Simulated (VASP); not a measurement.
# BeRhS3 (Pm-3m) in VASP: notebook

The runs below take BeRhS3 through single point, with PBE.

Program: VASP 6.6.1. These are calculated values, not measurements. Logs are shortened: lines on timing, memory, paths and dates and some standing lists are left out, and cuts for length are marked.

## 1. The cell of the first run

It takes space group Pm-3m (No. 221, cubic). Conventional cell: a = 4.214 Å, b = 4.214 Å, c = 4.214 Å, α = 90.00°, β = 90.00°, γ = 90.00°. Within 3.9 Å of Be (site symmetry m-3m) lie 12 S at 2.98 Å and 8 Rh at 3.65 Å. Within 2.8 Å of Rh (site symmetry m-3m) lie 6 S at 2.11 Å. S (site symmetry 4/mmm) has 2 Rh at 2.11 Å within 2.8 Å.

## 2. Single point, PBE, collinear spin, ferromagnetic start

The input, INCAR:

```
ALGO = Normal
EDIFF = 1E-6
ENCUT = 520
GGA = PE
ISIF = 2
ISMEAR = 0
ISPIN = 2
LASPH = T
LCHARG = T
LELF = T
LMAXMIX = 4
LORBIT = 11
LREAL = F
LVHAR = T
LWAVE = F
MAGMOM = 0 1 0 0 0
NBANDS = 30
NELM = 150
PREC = Accurate
SIGMA = 0.1
```

The input, KPOINTS:

```
k-points
0
Gamma
  4 4 4
```

The input, POSCAR:

```
BeRhS3
1.0
    4.2144897100      0.0000000000      0.0000000000
    0.0000000000      4.2144897100      0.0000000000
    0.0000000000      0.0000000000      4.2144897100
Be Rh S
1 1 3
Direct
    0.0000000000      0.0000000000      0.0000000000
    0.5000000000      0.5000000000      0.5000000000
    0.0000000000      0.5000000000      0.5000000000
    0.5000000000      0.0000000000      0.5000000000
    0.5000000000      0.5000000000      0.0000000000
```

Potentials or basis: VASP PAW PBE potentials, release 64 (Be, Rh_pv, S).

On the command line:

```bash
$ cat potpaw_PBE.64/Be/POTCAR potpaw_PBE.64/Rh_pv/POTCAR potpaw_PBE.64/S/POTCAR > POTCAR
$ mpirun -np 1 vasp_std > vasp.out
```

OUTCAR:

```text
EDIFF = 1E-6
   ENCUT = 520
   GGA = PE
   ISIF = 2
   ISMEAR = 0
   ISPIN = 2
   LASPH = T
   LORBIT = 11
   LREAL = F
   NELM = 150
   PREC = Accurate

 ion  position               nearest neighbor table
   1  0.000  0.000  0.000-
   2  0.500  0.500  0.500-   3 2.11   4 2.11   5 2.11   5 2.11   4 2.11   3 2.11
   3  0.000  0.500  0.500-   2 2.11   2 2.11
   4  0.500  0.000  0.500-   2 2.11   2 2.11
   5  0.500  0.500  0.000-   2 2.11   2 2.11

  LATTYP: Found a simple cubic cell.
 ALAT       =     4.2144897100

  Lattice vectors:

 A1 = (   4.2144897100,   0.0000000000,   0.0000000000)
 A2 = (   0.0000000000,   4.2144897100,   0.0000000000)
 A3 = (   0.0000000000,   0.0000000000,   4.2144897100)

Analysis of symmetry for initial positions (statically):
=====================================================================
 Subroutine PRICEL returns:
 Original cell was already a primitive cell.

 Routine SETGRP: Setting up the symmetry group for a
 simple cubic supercell.

 Subroutine GETGRP returns: Found 48 space group operations
 (whereof 48 operations were pure point group operations)
 out of a pool of 48 trial point group operations.

The static configuration has the point symmetry O_h .

Analysis of symmetry for dynamics (positions and initial velocities):
=====================================================================
 Subroutine PRICEL returns:
 Original cell was already a primitive cell.

 Routine SETGRP: Setting up the symmetry group for a
 simple cubic supercell.

 Subroutine GETGRP returns: Found 48 space group operations
 (whereof 48 operations were pure point group operations)
 out of a pool of 48 trial point group operations.

The dynamic configuration has the point symmetry O_h .

Analysis of structural, dynamic, and magnetic symmetry:
=====================================================================
 Subroutine PRICEL returns:
 Original cell was already a primitive cell.

 Routine SETGRP: Setting up the symmetry group for a
 simple cubic supercell.

 Subroutine GETGRP returns: Found 48 space group operations
 (whereof 48 operations were pure point group operations)
 out of a pool of 48 trial point group operations.

The overall configuration has the point symmetry O_h .

 Subroutine INISYM returns: Found 48 space group operations
 (whereof 48 operations are pure point group operations),
 and found     1 'primitive' translations

----------------------------------------------------------------------------------------

                                     Primitive cell

  volume of cell :      74.8574

  direct lattice vectors                    reciprocal lattice vectors
     4.214489710  0.000000000  0.000000000     0.237276650  0.000000000  0.000000000
     0.000000000  4.214489710  0.000000000     0.000000000  0.237276650  0.000000000
     0.000000000  0.000000000  4.214489710     0.000000000  0.000000000  0.237276650

  length of vectors
     4.214489710  4.214489710  4.214489710     0.237276650  0.237276650  0.237276650

  position of ions in fractional coordinates (direct lattice)
     0.000000000  0.000000000  0.000000000
     0.500000000  0.500000000  0.500000000
     0.000000000  0.500000000  0.500000000
     0.500000000  0.000000000  0.500000000
     0.500000000  0.500000000  0.000000000

  ion indices of the primitive-cell ions
   primitive index   ion index
                 1           1
                 2           2
                 3           3
                 4           4
                 5           5

----------------------------------------------------------------------------------------

 KPOINTS: k-points

Automatic generation of k-mesh.
 Grid dimensions read from file:
 generate k-points for:    4    4    4

 Generating k-lattice:

  Cartesian coordinates                     Fractional coordinates (reciprocal lattice)
     0.059319163  0.000000000  0.000000000     0.250000000  0.000000000  0.000000000
     0.000000000  0.059319163  0.000000000     0.000000000  0.250000000  0.000000000
     0.000000000  0.000000000  0.059319163     0.000000000  0.000000000  0.250000000

  Length of vectors
     0.059319163  0.059319163  0.059319163

  Shift w.r.t. Gamma in fractional coordinates (k-lattice)
     0.000000000  0.000000000  0.000000000

 Subroutine IBZKPT returns following result:
 ===========================================

 Found     10 irreducible k-points:

 Following reciprocal coordinates:
            Coordinates               Weight
  0.000000  0.000000  0.000000      1.000000
  0.250000  0.000000  0.000000      6.000000
  0.500000  0.000000  0.000000      3.000000
  0.250000  0.250000  0.000000     12.000000
  0.500000  0.250000  0.000000     12.000000
  0.500000  0.500000  0.000000      3.000000
  0.250000  0.250000  0.250000      8.000000
  0.500000  0.250000  0.250000     12.000000
  0.500000  0.500000  0.250000      6.000000
  0.500000  0.500000  0.500000      1.000000
   k-points           NKPTS =     10   k-points in BZ     NKDIM =     10   number of bands    NBANDS=     30
   number of dos      NEDOS =    301   number of ions     NIONS =      5
   total plane-waves  NPLWV =  32768
   dimension x,y,z NGX =    32 NGY =   32 NGZ =   32
   dimension x,y,z NGXF=    64 NGYF=   64 NGZF=   64
   ions per type =               1   1   3
   NGX,Y,Z   is equivalent  to a cutoff of  12.62, 12.62, 12.62 a.u.
   NGXF,Y,Z  is equivalent  to a cutoff of  25.25, 25.25, 25.25 a.u.
 SYSTEM =  unknown system
   PREC   = accura    normal or accurate (medium, high low for compatibility)
   ISTART =      0    job   : 0-new  1-cont  2-samecut
   ICHARG =      2    charge: 1-file 2-atom 10-const
   ISPIN  =      2    spin polarized calculation?
   LNONCOLLINEAR =      F non collinear calculations
   LSORBIT =      F    spin-orbit coupling
   LASPH  =      T    aspherical Exc in radial PAW
   ENCUT  =  520.0 eV  38.22 Ry    6.18 a.u.   7.84  7.84  7.84*2*pi/ulx,y,z
   NELM   =    150;   NELMIN=  2; NELMDL= -5     # of ELM steps
   EDIFF  = 0.1E-05   stopping-criterion for ELM
   LREAL  =      F    real-space projection
   EDIFFG = 0.1E-04   stopping-criterion for IOM
   NSW    =      0    number of steps for IOM
   IBRION =     -1    ionic relax: 0-MD 1-quasi-New 2-CG
   NFREE  =      0    steps in history (QN), initial steepest desc. (CG)
   ISIF   =      2    stress and relaxation
   ISYM   =      2    0-nonsym 1-usesym 2-fastsym
   POTIM  = 0.5000    time-step for ionic-motion
   TEBEG  =    0.0;   TEEND  =   0.0 temperature during run
   PSTRESS=    0.0 pullay stress
   NELECT =      35.0000    total number of electrons
   NUPDOWN=      -1.0000    fix difference up-down
   EMIN   =  10.00;   EMAX   =-10.00  energy-range for DOS
   EFERMI =   0.00;   METHOD = LEGACY
   ISMEAR =     0;   SIGMA  =   0.10  broadening in eV -4-tet -1-fermi 0-gaus
   EFERMI_NEDOS =   21; number of points for ismear=-14 and -15
   IALGO  =     38    algorithm
   IMIX   =      4    mixing-type and parameters
     AMIX     =   0.40;   BMIX     =  1.00
     AMIX_MAG =   1.60;   BMIX_MAG =  1.00
  volume/ion in A,a.u.               =      14.97       101.03
  Fermi-wavevector in a.u.,A,eV,Ry     =   1.270630  2.401143 21.966622  1.614501
  Thomas-Fermi vector in A             =   2.403607
   LORBIT       =     11    0 simple, 1 ext, 2 COOP (PROOUT), +10 PAW based schemes
   GGA     = PE    functional components
   LHFCALC =     F    Hartree Fock is set to
   AEXX    =    0.0000 exact exchange contribution
   IVDW    =     0    specifies the selected vdW correction
   LEPSILON=     F    determine dielectric tensor
   LRPA    =     F    only Hartree local field effects (RPA)
 spin polarized calculation
 Gauss-broadening in eV      SIGMA  =   0.10
  energy-cutoff  :      520.00
  volume of cell :       74.86
 maximum number of plane-waves:      2040
 NGX is ok and might be reduce to    32
   NGX = 15   NGY = 15   NGZ = 15

 number of electron      34.9999999 magnetization       0.2852193

 number of electron      35.0000001 magnetization      -0.0010398

 Free energy of the ion-electron system (eV)
  ---------------------------------------------------
  ext. energy  EPLUGINS =         0.00000000
  ---------------------------------------------------
  free energy    TOTEN  =       -16.81709740 eV

  energy without entropy =      -16.78866183  energy(sigma->0) =      -16.80287962

 E-fermi :   7.5762     XC(G=0): -10.9701

 val. band max:        7.5105746292   @ k =   0.5000   0.0000   0.0000
 cond. band min:       7.5933629522   @ k =   0.2500   0.2500   0.0000
 fundamental gap:      0.0827883230
 Fermi energy:         7.5761878497

 spin component 1

 k-point     1 :       0.0000    0.0000    0.0000
  band No.  band energies     occupation
      1     -40.4359      1.00000
      2     -40.4359      1.00000
      3     -40.4359      1.00000
      4      -8.2369      1.00000
      5      -5.8088      1.00000
      6      -5.8088      1.00000
[... 287 lines left out ...]
      6      -5.2942      1.00000
[... 21 lines left out ...]
     28      17.1558      0.00000
     29      17.1558      0.00000
 Fermi energy:         7.5761878497

 spin component 2

 k-point     1 :       0.0000    0.0000    0.0000
  band No.  band energies     occupation
      1     -40.4362      1.00000
      2     -40.4362      1.00000
      3     -40.4362      1.00000
      4      -8.2371      1.00000
      5      -5.8090      1.00000
      6      -5.8090      1.00000
[... 287 lines left out ...]
      6      -5.2944      1.00000
[... 21 lines left out ...]
     28      17.1556      0.00000
     29      17.1556      0.00000
 [bands above 29 left out]

------------------------ aborting loop because EDIFF is reached ----------------------------------------

  FORCE on cell =-STRESS in cart. coord.  units (eV):
  Direction    XX          YY          ZZ          XY          YZ          ZX
  --------------------------------------------------------------------------------------
  -------------------------------------------------------------------------------------
  Total       19.2534686     19.2534686     19.2534686     -0.0000000     -0.0000000      0.0000000
  in kB      412.0828772    412.0828772    412.0828772     -0.0000000     -0.0000000      0.0000000
  external PRESSURE =     412.0828772 kB  Pullay stress =       0.0000000 kB

 VOLUME and BASIS-vectors are now :
 -----------------------------------------------------------------------------
  energy-cutoff  :      520.00
  volume of cell :       74.86
      direct lattice vectors                 reciprocal lattice vectors
     4.214489710  0.000000000  0.000000000     0.237276650  0.000000000  0.000000000
     0.000000000  4.214489710  0.000000000     0.000000000  0.237276650  0.000000000
     0.000000000  0.000000000  4.214489710     0.000000000  0.000000000  0.237276650

 POSITION                                       TOTAL-FORCE (eV/Angst)
 -----------------------------------------------------------------------------------
      0.00000      0.00000      0.00000         0.000000      0.000000      0.000000
      2.10724      2.10724      2.10724         0.000000      0.000000      0.000000
      0.00000      2.10724      2.10724         0.000000      0.000000      0.000000
      2.10724      0.00000      2.10724         0.000000      0.000000      0.000000
      2.10724      2.10724      0.00000         0.000000      0.000000      0.000000
 -----------------------------------------------------------------------------------
    total drift:                                0.000000     -0.000000     -0.000000

  FREE ENERGIE OF THE ION-ELECTRON SYSTEM (eV)
  ---------------------------------------------------
  free  energy   TOTEN  =       -16.8170973994 eV

  energy  without entropy=      -16.7886618316  energy(sigma->0) =      -16.80287962

 total charge

# of ion       s       p       d       tot
------------------------------------------
    1        0.347   0.209   0.000   0.557
    2        0.475   6.596   7.536  14.607
    3        1.377   2.381   0.000   3.758
    4        1.377   2.381   0.000   3.758
    5        1.377   2.381   0.000   3.758
--------------------------------------------------
tot          4.954  13.949   7.536  26.439

 magnetization (x)

# of ion       s       p       d       tot
------------------------------------------
    1        0.000  -0.000   0.000   0.000
    2       -0.000  -0.000  -0.000  -0.000
    3       -0.000  -0.000   0.000  -0.000
    4       -0.000  -0.000   0.000  -0.000
    5       -0.000  -0.000   0.000  -0.000
--------------------------------------------------
tot         -0.000  -0.000  -0.000  -0.001
```

Wall time 21 s (1 thread of Intel Xeon Platinum 8488C (Sapphire Rapids), shared host); peak memory 0.21 GiB.

Results:

- Free energy: -16.8171 eV
- Pressure: 41.2 GPa
- Net moment: 0.00 μB per cell
- Valence electrons inside the program's atomic spheres: Be 0.56; Rh 14.61; S 3.76

Levels at points of the mesh, in eV from the Fermi level:
Spin up:
| k point | band 14 | band 15 | band 16 | band 17 | band 18 | band 19 | band 20 | band 21 |
| --- | --- | --- | --- | --- | --- | --- | --- | --- |
| (0.00, 0.00, 0.00) | -1.58 | -1.48 | -1.48 | -1.48 | -1.08 | -0.49 | -0.49 | -0.49 |
| (0.50, 0.00, 0.00) | -2.52 | -1.45 | -0.61 | -0.61 | -0.07 | -0.07 | 1.06 | 2.46 |
| (0.50, 0.50, 0.00) | -3.17 | -1.70 | 0.31 | 0.33 | 0.33 | 0.84 | 2.14 | 2.27 |
| (0.50, 0.50, 0.50) | -1.03 | -1.03 | -1.03 | 0.91 | 0.91 | 0.91 | 6.53 | 6.53 |
Spin down:
```
           k point  band 14  band 15  band 16  band 17  band 18  band 19  band 20  band 21
(0.00, 0.00, 0.00)    -1.58    -1.48    -1.48    -1.48    -1.08    -0.49    -0.49    -0.49
(0.50, 0.00, 0.00)    -2.52    -1.45    -0.61    -0.61    -0.07    -0.07     1.06     2.46
(0.50, 0.50, 0.00)    -3.17    -1.70     0.31     0.33     0.33     0.84     2.14     2.27
(0.50, 0.50, 0.50)    -1.03    -1.03    -1.03     0.91     0.91     0.91     6.53     6.53
```

Caveat: the k points lie up to 0.37 Å⁻¹ apart.

## 3. Single point, PBE

This run uses another cell than the first one, of 19.70 Å³/atom, 1.316 times its volume.

The input, INCAR:

```
  ALGO = Normal
  EDIFF = 1E-6
  ENCUT = 520
  GGA = PE
  ISIF = 2
  ISMEAR = 0
  LASPH = T
  LCHARG = F
  LREAL = F
  LWAVE = F
  NBANDS = 26
  NELM = 60
  PREC = Accurate
  SIGMA = 0.1
```

The input, KPOINTS:

```
k-points
0
Gamma
  8 8 8
```

Changes to POSCAR since step 2:

```diff
@@ -2,5 +2,5 @@
 1.0
-    4.2144897100      0.0000000000      0.0000000000
-    0.0000000000      4.2144897100      0.0000000000
-    0.0000000000      0.0000000000      4.2144897100
+    4.6184146620      0.0000000000      0.0000000000
+    0.0000000000      4.6184146620      0.0000000000
+    0.0000000000      0.0000000000      4.6184146620
 Be Rh S
```

Potentials or basis: VASP PAW PBE potentials, release 64 (Be, Rh_pv, S).

On the command line:

```bash
$ cat potpaw_PBE.64/Be/POTCAR potpaw_PBE.64/Rh_pv/POTCAR potpaw_PBE.64/S/POTCAR > POTCAR
$ mpirun -np 1 vasp_std > vasp.out
```

It took 41 s on 1 thread of Intel Xeon Platinum 8488C (Sapphire Rapids), shared host; peak memory 0.25 GiB.

The run converged. Its results:

| Property | Result |
| --- | --- |
| Free energy | -19.2617 eV |
| Pressure | -0.1 GPa |

Levels at points of the mesh, in eV from the Fermi level:
| k point | band 16 | band 17 | band 18 | band 19 | band 20 | band 21 |
| --- | --- | --- | --- | --- | --- | --- |
| (0.00, 0.00, 0.00) | -1.05 | -1.05 | -1.02 | -0.53 | -0.53 | -0.53 |
| (0.50, 0.00, 0.00) | -0.58 | -0.58 | 0.05 | 0.05 | 1.17 | 1.49 |
| (0.50, 0.50, 0.00) | -0.08 | 0.26 | 0.26 | 0.44 | 1.55 | 2.59 |
| (0.50, 0.50, 0.50) | -0.49 | 0.48 | 0.48 | 0.48 | 5.18 | 5.18 |

(Part 1 of 2 ends here.)
